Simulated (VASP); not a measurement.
Write the native input for VASP 6.6.1 that does the following.

* Task: G0W0 quasiparticle levels
* Functional: PBE
* Potentials or basis: VASP PAW PBE potentials, release 64 (K_sv_GW, Br_GW)
* Cutoff: 500 eV
* k mesh: 2 × 2 × 2
* Occupations: gaussian, width 0.01 eV
* Spin: no spin polarisation
* Dipole correction: no
* GW scheme: G0W0
* GW iterations: 1
* Cutoff of the response function: 60
* Frequency points: 96
* Empty bands: 30
* Further INCAR settings: ALGO = EVGW0; EDIFF = 1e-08; NBANDS = 38

The system is KBr.

```
K Br
1.0
     0.00000    3.30244    3.30244
     3.30244    0.00000    3.30244
     3.30244    3.30244    0.00000
K Br
1 1
Direct
  0.00000 0.00000 0.00000
  0.50000 0.50000 0.50000
```

One way to write it, as run:

POSCAR

```
KBr
1.0
    0.0000000000      3.3024386828      3.3024386828
    3.3024386828      0.0000000000      3.3024386828
    3.3024386828      3.3024386828      0.0000000000
K Br
1 1
Direct
    0.0000000000      0.0000000000      0.0000000000
    0.5000000000      0.5000000000      0.5000000000
```

INCAR.step1

```
ALGO     = Normal         # electronic algorithm
EDIFF    = 1E-8           # SCF threshold, eV
ENCUT    = 500            # plane-wave cutoff, eV
GGA      = PE             # functional
ISMEAR   = 0              # smearing method
LASPH    = True           # aspherical terms in the spheres
LCHARG   = False          # write CHGCAR
LREAL    = False          # projectors in reciprocal space
LWAVE    = True           # write WAVECAR
NELM     = 100            # most SCF steps
PREC     = Accurate       # precision mode
SIGMA    = 0.01           # smearing width, eV
```

INCAR.step2

```
ALGO     = Exact          # electronic algorithm
EDIFF    = 1E-8           # SCF threshold, eV
ENCUT    = 500            # plane-wave cutoff, eV
GGA      = PE             # functional
ISMEAR   = 0              # smearing method
ISTART   = 1            
LASPH    = True           # aspherical terms in the spheres
LCHARG   = False          # write CHGCAR
LOPTICS  = True           # frequency-dependent dielectric function
LREAL    = False          # projectors in reciprocal space
LWAVE    = True           # write WAVECAR
NBANDS   = 38             # bands
NELM     = 1              # most SCF steps
PREC     = Accurate       # precision mode
SIGMA    = 0.01           # smearing width, eV
```

INCAR.step3

```
ALGO     = EVGW0          # electronic algorithm
EDIFF    = 1E-8           # SCF threshold, eV
ENCUT    = 500            # plane-wave cutoff, eV
ENCUTGW  = 60.0           # cutoff of the response function
GGA      = PE             # functional
ISMEAR   = 0              # smearing method
ISTART   = 1            
LASPH    = True           # aspherical terms in the spheres
LCHARG   = False          # write CHGCAR
LREAL    = False          # projectors in reciprocal space
LWAVE    = False          # write WAVECAR
NBANDS   = 38             # bands
NBANDSGW = 16           
NELMGW   = 1            
NOMEGA   = 96             # frequency points
OMEGAMAX = 30           
PREC     = Accurate       # precision mode
PRECFOCK = Fast         
SIGMA    = 0.01           # smearing width, eV
```

KPOINTS

```
k-points
0
Gamma
  2 2 2
```

Potentials or basis: VASP PAW PBE potentials, release 64 (K_sv_GW, Br_GW).

Command:

```sh
$ cat potpaw_PBE.64/K_sv_GW/POTCAR potpaw_PBE.64/Br_GW/POTCAR > POTCAR
$ cp INCAR.step1 INCAR
$ mpirun -np 1 vasp_std > vasp.out
$ cp INCAR.step2 INCAR
$ mpirun -np 1 vasp_std > vasp.out
$ cp INCAR.step3 INCAR
$ mpirun -np 1 vasp_std > vasp.out
```

It gave:

```json
{"Quasiparticle gap": "6.46 eV", "Least direct quasiparticle gap": "6.46 eV", "Band gap of the starting levels on the mesh": "4.39 eV", "Least direct gap of the starting levels on the mesh": "4.39 eV"}
```

Caveat: the k points lie up to 0.82 Å⁻¹ apart, too coarse for converged energies, forces and pressures; bands, screening cutoff and mesh are small and nothing is extrapolated, so the quasiparticle values aren't converged.

Run time: 29 s on 1 thread of Intel(R) Xeon(R) 6975P-C (Granite Rapids) (shared host), peak memory 0.66 GiB.
